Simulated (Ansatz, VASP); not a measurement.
**MgO in VASP and in Ansatz**

Contents of INCAR:

```
PREC     = Accurate       # precision mode
ENCUT    = 600            # plane-wave cutoff, eV
EDIFF    = 1E-6           # SCF threshold, eV
ISMEAR   = 0              # smearing method
SIGMA    = 0.02           # smearing width, eV
LREAL    = False          # projectors in reciprocal space
LASPH    = True           # aspherical terms in the spheres
NELM     = 60             # most SCF steps
ALGO     = Normal         # electronic algorithm
ISIF     = 3              # what is computed and relaxed
LWAVE    = False          # write WAVECAR
LCHARG   = False          # write CHGCAR
GGA      = PE             # functional
IBRION   = 2              # ionic algorithm
NSW      = 100            # ionic steps
EDIFFG   = -0.01          # ionic threshold
```

Contents of KPOINTS:

```
regular mesh
0
Gamma
  10 10 6
```

Contents of POSCAR:

```
MgO
1.0
    2.9704472232      0.0000000000      0.0000000000
    0.0000000000      2.9996360308      0.0000000000
   -0.9722547827      0.0000000000      5.3288229656
Mg O
2 2
Direct
    0.0000000000      0.0000000000      0.0000000000
    0.5000000000      0.5000000000      0.5000000000
    0.4068506003      0.0000000000      0.7419257109
    0.5931493997      0.0000000000      0.2580742891
```

Input for Ansatz:

```yaml
crystal:
  lattice:
    - [2.9704472232, 0.0, 0.0]
    - [0.0, 2.9996360308, 0.0]
    - [-0.9722547827, 0.0, 5.3288229656]
  atoms:
    - { symbol: Mg, position: [0.0, 0.0, 0.0] }
    - { symbol: Mg, position: [0.5, 0.5, 0.5] }
    - { symbol: O, position: [0.4068506003, 0.0, 0.7419257109] }
    - { symbol: O, position: [0.5931493997, 0.0, 0.2580742891] }
basis:
  ecutwfc: 420
kpoints:
  mp_grid: { grid: [10, 10, 6] }
hamiltonian:
  xc: pbe
scf:
  occupations: { method: gaussian, width: 0.02 }
output:
  forces: true
  stress: true
  eigenvalues: true
relax:
  adjacent_minimum: "off"
  f_tol: 0.01
  max_steps: 80
  cell: { stress_tol: 0.05 }
```

Change from the starting cell: ordered vacancies on the anion sites of cadmium iodide (P2/m, No. 10).

Alike in both runs: task relaxation of cell and atoms; functional PBE; k mesh 10 × 10 × 6; occupations gaussian, width 0.02 eV; no spin polarisation.

|  | VASP | Ansatz |
| --- | --- | --- |
| version | VASP 6.6.1 | Ansatz 0.2.0 |
| potentials or method | VASP PAW PBE potentials, release 64 (Mg, O), cutoff 600 eV | scalar-relativistic, plane waves, PAW |
| valence electrons in the cell | 16 | 32 |

|  | VASP | Ansatz | Ansatz less VASP |
| --- | --- | --- | --- |
| gap on the k mesh at the Fermi level, each at its own relaxed structure (eV) | 1.53 | 1.52 | -0.005 |
| relaxed volume (Å³/atom) | 11.80 | 11.87 | +0.073 |
| relaxed length of the cell vector where the two differ most in proportion (Å) | 2.961 | 2.969 | +0.0071 |

VASP's potentials hold 16 valence electrons a cell and Ansatz's 32, so a difference there can come from the potentials and not from the codes.
